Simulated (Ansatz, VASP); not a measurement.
## Two plane-wave programs on BN

The input INCAR:

```
SYSTEM = BN
AGGAC = 1.0
AGGAX = 1.0
ALDAC = 0.0
ALDAX = 1.0
ALGO = Normal
EDIFF = 1E-7
EDIFFG = -0.01
ENCUT = 600
GGA = B5
IBRION = 2
ISIF = 3
ISMEAR = -1
IVDW = 12
LASPH = .True.
LCHARG = .False.
LREAL = .False.
LWAVE = .False.
NELM = 100
NSW = 60
PREC = Accurate
SIGMA = 0.05
VDW_A1 = 0.4298
VDW_A2 = 4.2359
VDW_S6 = 1.0
VDW_S8 = 2.6996
```

KPOINTS

```
k-points
0
Gamma
  12 12 6
  0 0 0
```

File POSCAR:

```
BN
1.0
    2.5539396017      0.0000000000      0.0000000000
   -1.2769698009      2.2117765748      0.0000000000
    0.0000000000      0.0000000000      4.2268550000
N B
2 2
Direct
    0.3333333333      0.6666666667      0.1252760000
    0.6666666667      0.3333333333      0.6252760000
    0.3333333333      0.6666666667      0.4997240000
    0.6666666667      0.3333333333      0.9997240000
```

The input input.yaml:

```yaml
crystal:
  lattice:
    - [2.5539396017, 0.0, 0.0]
    - [-1.2769698009, 2.2117765748, 0.0]
    - [0.0, 0.0, 4.226855]
  atoms:
    - { symbol: "N", position: [0.3333333333, 0.6666666667, 0.125276] }
    - { symbol: "N", position: [0.6666666667, 0.3333333333, 0.625276] }
    - { symbol: B, position: [0.3333333333, 0.6666666667, 0.499724] }
    - { symbol: B, position: [0.6666666667, 0.3333333333, 0.999724] }
hamiltonian:
  xc: blyp
  pseudopotentials: { kind: paw }
  dispersion: d3bj
kpoints:
  mp_grid: { grid: [12, 12, 6] }
scf:
  occupations: { method: fermi_dirac, width: 0.05 }
output:
  forces: true
  stress: true
  eigenvalues: true
relax:
  f_tol: 0.01
  max_steps: 40
  cell: { stress_tol: 0.05 }
```

Alike in both runs: task relaxation of cell and atoms; functional BLYP; dispersion D3(BJ); k mesh 12 × 12 × 6; occupations fermi-dirac, width 0.05 eV; no spin polarisation.

|  | VASP | Ansatz |
| --- | --- | --- |
| version | VASP 6.6.1 | Ansatz 0.2.0 |
| potentials or method | VASP PAW PBE potentials, release 64 (N, B) | Ansatz PAW |
| plane-wave cutoff (eV) | 600 | 420 |
| valence electrons in the cell | 16 | 16 |

VASP gave:

```
gap on the k mesh at the Fermi level, each at its own relaxed structure (eV) : 5.59
relaxed volume (Å³/atom)                                                     : 5.90
relaxed cell length with the largest relative difference (Å)                 : 4.208
```

Estimate Ansatz's values.

gap on the k mesh at the Fermi level, each at its own relaxed structure (eV): 5.60; relaxed volume (Å³/atom): 5.90; relaxed cell length with the largest relative difference (Å): 4.210.

VASP's potentials were made for PBE, not for BLYP.

Noted on Ansatz's run: Pulay correction over one GPa; the plane-wave basis is chosen anew once the cell has moved, so the energies of steps on either side of that aren't comparable.
